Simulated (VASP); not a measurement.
# HfN (Fm-3m) in VASP: single point with PBEsol

Aim: the single point of HfN with PBEsol.

Everything below comes from runs of VASP 6.6.1. Logs are shortened: lines on timing, memory, paths and dates and some standing lists are left out, and cuts for length are marked.

### 1 The cell of the first run

Symmetry: Fm-3m, No. 225, cubic system. Conventional cell: a = 4.457 Å, b = 4.457 Å, c = 4.457 Å, α = 90.00°, β = 90.00°, γ = 90.00°. Hf (site symmetry m-3m) has 6 N at 2.23 Å within 2.9 Å. N (site symmetry m-3m) has 6 Hf at 2.23 Å within 2.9 Å.

### 2 Single point, PBEsol, non-collinear spin, zero start, spin-orbit coupling (volume scaled by 0.96)

Input file INCAR:

```
  ALGO = Normal
  EDIFF = 1E-6
  ENCUT = 520
  GGA = PS
  GGA_COMPAT = F
  ISIF = 2
  ISMEAR = 0
  LASPH = T
  LCHARG = F
  LMAXMIX = 4
  LORBIT = 11
  LORBMOM = T
  LREAL = F
  LSORBIT = T
  LWAVE = F
  MAGMOM = 0 0 0 0 0 0
  NBANDS = 27
  NELM = 150
  PREC = Accurate
  SIGMA = 0.05
```

Input file KPOINTS:

```
k-points
0
Gamma
  8 8 8
```

Input file POSCAR:

```
HfN
1.0
    0.0000000000      2.2284718092      2.2284718092
    2.2284718092      0.0000000000      2.2284718092
    2.2284718092      2.2284718092      0.0000000000
Hf N
1 1
Direct
    0.5000000000      0.5000000000      0.5000000000
    0.0000000000      0.0000000000      0.0000000000
```

Potentials or basis: VASP PAW PBE potentials, release 64 (Hf_pv, N).

The run is started by

```console
$ cat potpaw_PBE.64/Hf_pv/POTCAR potpaw_PBE.64/N/POTCAR > POTCAR
$ mpirun -np 1 vasp_ncl > vasp.out
```

OUTCAR:

```text
EDIFF = 1E-6
   ENCUT = 520
   GGA = PS
   ISIF = 2
   ISMEAR = 0
   LASPH = T
   LORBIT = 11
   LREAL = F
   LSORBIT = T
   NELM = 150
   PREC = Accurate

 ion  position               nearest neighbor table
   1  0.500  0.500  0.500-   2 2.23   2 2.23   2 2.23   2 2.23   2 2.23   2 2.23
   2  0.000  0.000  0.000-   1 2.23   1 2.23   1 2.23   1 2.23   1 2.23   1 2.23

  LATTYP: Found a face centered cubic cell.
 ALAT       =     4.4569436184

  Lattice vectors:

 A1 = (   0.0000000000,   2.2284718092,   2.2284718092)
 A2 = (   2.2284718092,   0.0000000000,   2.2284718092)
 A3 = (   2.2284718092,   2.2284718092,   0.0000000000)

Analysis of symmetry for initial positions (statically):
=====================================================================
 Subroutine PRICEL returns:
 Original cell was already a primitive cell.

 Routine SETGRP: Setting up the symmetry group for a
 face centered cubic supercell.

 Subroutine GETGRP returns: Found 48 space group operations
 (whereof 48 operations were pure point group operations)
 out of a pool of 48 trial point group operations.

The static configuration has the point symmetry O_h .

Analysis of symmetry for dynamics (positions and initial velocities):
=====================================================================
 Subroutine PRICEL returns:
 Original cell was already a primitive cell.

 Routine SETGRP: Setting up the symmetry group for a
 face centered cubic supercell.

 Subroutine GETGRP returns: Found 48 space group operations
 (whereof 48 operations were pure point group operations)
 out of a pool of 48 trial point group operations.

The dynamic configuration has the point symmetry O_h .

Analysis of structural, dynamic, and magnetic symmetry:
=====================================================================
 Subroutine PRICEL returns:
 Original cell was already a primitive cell.

 Routine SETGRP: Setting up the symmetry group for a
 face centered cubic supercell.

 Subroutine GETGRP returns: Found 48 space group operations
 (whereof 48 operations were pure point group operations)
 out of a pool of 48 trial point group operations.

The overall configuration has the point symmetry O_h .

 Subroutine INISYM returns: Found 48 space group operations
 (whereof 48 operations are pure point group operations),
[... 897 lines left out ...]
      2.22847      2.22847      2.22847        -0.000000     -0.000000      0.000000
      0.00000      0.00000      0.00000         0.000000      0.000000     -0.000000
 -----------------------------------------------------------------------------------
    total drift:                               -0.000000     -0.000000     -0.000000

  FREE ENERGIE OF THE ION-ELECTRON SYSTEM (eV)
  ---------------------------------------------------
  free  energy   TOTEN  =       -23.6185784775 eV

  energy  without entropy=      -23.6173223668  energy(sigma->0) =      -23.61795042

 orbital moment (x)

 # of ion     p       d       tot
 ----------------------------------------
  1         0.000   0.000   0.000
  2         0.000   0.000   0.000
 ----------------------------------------
            0.000   0.000   0.000

 orbital moment (y)

 # of ion     p       d       tot
 ----------------------------------------
  1         0.000  -0.000  -0.000
  2         0.000   0.000   0.000
 ----------------------------------------
            0.000  -0.000  -0.000

 orbital moment (z)

 # of ion     p       d       tot
 ----------------------------------------
  1         0.000  -0.000  -0.000
  2         0.000   0.000   0.000
 ----------------------------------------
            0.000  -0.000  -0.000

 Spin-Orbit-Coupling matrix elements

 Ion:    1  E_soc:     -1.2942133
 l=   1
     0.0000000    -0.2086940    -0.2086940
    -0.2086940     0.0000000    -0.2086940
    -0.2086940    -0.2086940     0.0000000
 l=   2
     0.0000000    -0.0020021     0.0000000    -0.0020021    -0.0050062
    -0.0020021     0.0000000    -0.0037546    -0.0020021    -0.0012515
     0.0000000    -0.0037546     0.0000000    -0.0037546     0.0000000
    -0.0020021    -0.0020021    -0.0037546     0.0000000    -0.0012515
    -0.0050062    -0.0012515     0.0000000    -0.0012515     0.0000000
 l=   3
     0.0000000     0.0000000     0.0000000     0.0000000     0.0000000     0.0000000     0.0000000
     0.0000000     0.0000000     0.0000000     0.0000000     0.0000000     0.0000000     0.0000000
     0.0000000     0.0000000     0.0000000     0.0000000     0.0000000     0.0000000     0.0000000
     0.0000000     0.0000000     0.0000000     0.0000000     0.0000000     0.0000000     0.0000000
     0.0000000     0.0000000     0.0000000     0.0000000     0.0000000     0.0000000     0.0000000
     0.0000000     0.0000000     0.0000000     0.0000000     0.0000000     0.0000000     0.0000000
     0.0000000     0.0000000     0.0000000     0.0000000     0.0000000     0.0000000     0.0000000

 Ion:    2  E_soc:     -0.0004146
 l=   1
     0.0000000    -0.0000691    -0.0000691
    -0.0000691     0.0000000    -0.0000691
    -0.0000691    -0.0000691     0.0000000
 l=   2
     0.0000000     0.0000000     0.0000000     0.0000000     0.0000000
     0.0000000     0.0000000     0.0000000     0.0000000     0.0000000
     0.0000000     0.0000000     0.0000000     0.0000000     0.0000000
     0.0000000     0.0000000     0.0000000     0.0000000     0.0000000
     0.0000000     0.0000000     0.0000000     0.0000000     0.0000000
 l=   3
     0.0000000     0.0000000     0.0000000     0.0000000     0.0000000     0.0000000     0.0000000
     0.0000000     0.0000000     0.0000000     0.0000000     0.0000000     0.0000000     0.0000000
     0.0000000     0.0000000     0.0000000     0.0000000     0.0000000     0.0000000     0.0000000
     0.0000000     0.0000000     0.0000000     0.0000000     0.0000000     0.0000000     0.0000000
     0.0000000     0.0000000     0.0000000     0.0000000     0.0000000     0.0000000     0.0000000
     0.0000000     0.0000000     0.0000000     0.0000000     0.0000000     0.0000000     0.0000000
     0.0000000     0.0000000     0.0000000     0.0000000     0.0000000     0.0000000     0.0000000

 total charge

# of ion       s       p       d       tot
------------------------------------------
    1        0.305   6.684   1.846   8.835
    2        1.230   2.525   0.000   3.755
--------------------------------------------------
tot          1.536   9.209   1.846  12.590

 magnetization (x)

# of ion       s       p       d       tot
------------------------------------------
    1        0.000   0.000   0.000   0.000
    2        0.000  -0.000   0.000  -0.000
--------------------------------------------------
tot          0.000  -0.000   0.000  -0.000

 magnetization (y)

# of ion       s       p       d       tot
------------------------------------------
    1       -0.000   0.000   0.000  -0.000
    2       -0.000   0.000   0.000   0.000
--------------------------------------------------
tot         -0.000   0.000   0.000   0.000

 magnetization (z)

# of ion       s       p       d       tot
------------------------------------------
    1       -0.000   0.000   0.000  -0.000
    2       -0.000   0.000   0.000  -0.000
--------------------------------------------------
tot         -0.000   0.000   0.000  -0.000
```

OSZICAR:

```text
N       E                     dE             d eps       ncg     rms          rms(c)
DAV:   1     0.543456590400E+02    0.54346E+02   -0.79270E+03  1566   0.111E+03
DAV:   2    -0.230768357489E+02   -0.77422E+02   -0.72512E+02  1880   0.293E+02
DAV:   3    -0.263555114916E+02   -0.32787E+01   -0.32467E+01  1880   0.477E+01
DAV:   4    -0.263757630846E+02   -0.20252E-01   -0.20169E-01  1807   0.392E+00
DAV:   5    -0.263759076008E+02   -0.14452E-03   -0.14449E-03  1886   0.302E-01    0.605E+01
DAV:   6    -0.237048986979E+02    0.26710E+01   -0.75722E+00  1779   0.223E+01    0.466E+01
DAV:   7    -0.236440833638E+02    0.60815E-01   -0.56551E-01  1738   0.651E+00    0.282E+01
DAV:   8    -0.236261624727E+02    0.17921E-01   -0.98169E-02  1796   0.256E+00    0.894E+00
DAV:   9    -0.236198716597E+02    0.62908E-02   -0.11234E-02  1820   0.815E-01    0.167E+00
DAV:  10    -0.236186618563E+02    0.12098E-02   -0.49913E-03  1761   0.561E-01    0.120E+00
DAV:  11    -0.236185794848E+02    0.82371E-04   -0.37505E-04  1866   0.178E-01    0.809E-02
DAV:  12    -0.236185805888E+02   -0.11040E-05   -0.22150E-05  1744   0.411E-02    0.338E-02
DAV:  13    -0.236185786409E+02    0.19479E-05   -0.44315E-06  1758   0.195E-02    0.392E-02
DAV:  14    -0.236185784775E+02    0.16346E-06   -0.62512E-07  1046   0.813E-03
   1 F= -.23618578E+02 E0= -.23617950E+02  d E =-.125611E-02  mag=     0.0000    -0.0000    -0.0000
```

stdout:

```text
POSCAR found type information on POSCAR HfN
 POSCAR found :  2 types and       2 ions
 scaLAPACK will be used
 -----------------------------------------------------------------------------
|                                                                             |
|                                                                             |
|     You enforced a specific xc type in the INCAR file but a different       |
|     I HOPE YOU KNOW WHAT YOU ARE DOING!                                     |
|                                                                             |
 -----------------------------------------------------------------------------

 LDA part: xc-table for (Slater+PW92), standard interpolation
 POSCAR, INCAR and KPOINTS ok, starting setup
 FFT: planning ... GRIDC
 FFT: planning ... GRID_SOFT
 FFT: planning ... GRID
 WAVECAR not read
 entering main loop
```

Run time: 33 s. Hardware: 1 thread of Intel Xeon Platinum 8259CL at 2.50GHz (Skylake/Cascade Lake), shared host; peak memory 0.21 GiB.

What came out:

```yaml
Free_energy: -23.6186 eV
Pressure: 7.3 GPa
Net_moment: 0.00 μB per cell
Valence_electrons_inside_the_program's_atomic_spheres: Hf 8.84; N 3.75
```

Moments on the atoms (μB; x, y, z):
```
Hf  0.00 0.00 0.00
N   0.00 0.00 0.00
```

Caveat: the PAW data sets were made with another functional, which shifts forces and pressure a little.
